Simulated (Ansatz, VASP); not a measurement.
**Be in VASP and in Ansatz**

```xyz
1
Lattice="-1.2531 1.2531 1.2531 1.2531 -1.2531 1.2531 1.2531 1.2531 -1.2531" Properties=species:S:1:pos:R:3 pbc="T T T"
Be    0.0000    0.0000    0.0000
```

Alike in both runs: task single point; functional BLYP; k mesh 17 × 17 × 17; occupations fermi-dirac, width 0.15 eV; no spin polarisation.

```csv
,VASP,Ansatz
version,VASP 6.6.1,Ansatz 0.2.0
potentials or method,"VASP PAW PBE potentials, release 64 (Be)","plane waves, PAW"
plane-wave cutoff (eV),520,420
valence electrons in the cell,2,2
```

|  | VASP | Ansatz | Ansatz less VASP |
| --- | --- | --- | --- |
| pressure (GPa) | -0.3 | -0.4 | -0.10 |

VASP's potentials were made for PBE, not for BLYP.
